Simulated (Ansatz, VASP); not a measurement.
Two plane-wave programs on GaN

INCAR

```
PREC = Accurate
ENCUT = 600
EDIFF = 1E-6
ISMEAR = 0
SIGMA = 0.1
LREAL = False
LASPH = True
NELM = 80
ALGO = Normal
ISIF = 3
LWAVE = False
LCHARG = False
GGA = PE
IBRION = 2
NSW = 90
EDIFFG = -0.04
```

Contents of KPOINTS:

```
Automatic mesh
0
Gamma
  6 6 6
```

File POSCAR:

```
GaN
1.0
    0.0000000000      2.2535007000      2.2535007000
    2.2535007000      0.0000000000      2.2535007000
    2.2535007000      2.2535007000      0.0000000000
Ga N
1 1
Direct
    0.0000000000      0.0000000000      0.0000000000
    0.2500000000      0.2500000000      0.2500000000
```

Input for Ansatz:

```yaml
crystal:
  lattice:
    - [0.0, 2.2535007, 2.2535007]
    - [2.2535007, 0.0, 2.2535007]
    - [2.2535007, 2.2535007, 0.0]
  atoms:
    - { symbol: Ga, position: [0.0, 0.0, 0.0] }
    - { symbol: "N", position: [0.25, 0.25, 0.25] }
basis:
  ecutwfc: 420
kpoints:
  mp_grid: { grid: [6, 6, 6] }
hamiltonian:
  xc: pbe
scf:
  occupations: { method: gaussian, width: 0.1 }
  lower_state_search: "off"
output:
  forces: true
  stress: true
  eigenvalues: true
relax:
  adjacent_minimum: "off"
  f_tol: 0.04
  max_steps: 70
  cell: { stress_tol: 0.4 }
```

Alike in both runs: task relaxation of cell and atoms; functional PBE; k mesh 6 × 6 × 6; occupations gaussian, width 0.1 eV; no spin polarisation.

|  | VASP | Ansatz |
| --- | --- | --- |
| version | VASP 6.6.1 | Ansatz 0.2.0 |
| potentials or method | VASP PAW PBE potentials, release 64 (Ga_d, N), cutoff 600 eV | scalar-relativistic, plane waves, PAW |
| valence electrons in the cell | 18 | 18 |

|  | VASP | Ansatz | Ansatz less VASP |
| --- | --- | --- | --- |
| gap on the k mesh at the Fermi level, each at its own relaxed structure (eV) | 1.55 | 1.55 | 0.000 |
| relaxed volume (Å³/atom) | 11.76 | 11.75 | -0.011 |
| relaxed cell length with the largest relative difference (Å) | 3.216 | 3.215 | -0.0010 |
